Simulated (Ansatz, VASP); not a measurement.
One calculation of MgSe, two programs

```
Mg Se
1.0
     0.00000    2.69586    2.69586
     2.69586    0.00000    2.69586
     2.69586    2.69586    0.00000
Mg Se
1 1
Direct
  0.00000 0.00000 0.00000
  0.50000 0.50000 0.50000
```

Alike in both runs: functional LDA; k mesh 8 × 8 × 8; occupations gaussian, width 0.02 eV; no spin polarisation.

Ansatz relaxed the structure, and its values are those at the end. VASP's run is a single point on that final structure, the one shown.

|  | VASP | Ansatz |
| --- | --- | --- |
| version | VASP 6.6.1 | Ansatz 0.2.0 |
| potentials or method | VASP PAW LDA potentials, release 64 (Mg, Se), cutoff 600 eV | scalar-relativistic, plane waves, PAW |
| valence electrons in the cell | 8 | 26 |

Ansatz gave:

* gap on the k mesh at the Fermi level (eV): 1.72
* least direct gap on the mesh (eV): 2.60
* pressure (GPa): 0.0

Problem. Which values does VASP return?

Solution. gap on the k mesh at the Fermi level (eV): 1.70; least direct gap on the mesh (eV): 2.62; pressure (GPa): -0.3.

Ansatz warns that its potentials were made for another functional, while VASP's fit it. LDA's correlation is that of Perdew and Zunger in VASP and of Perdew and Wang (1992) in Ansatz. VASP's potentials hold 8 valence electrons a cell and Ansatz's 26, so a difference there can come from the potentials and not from the codes.
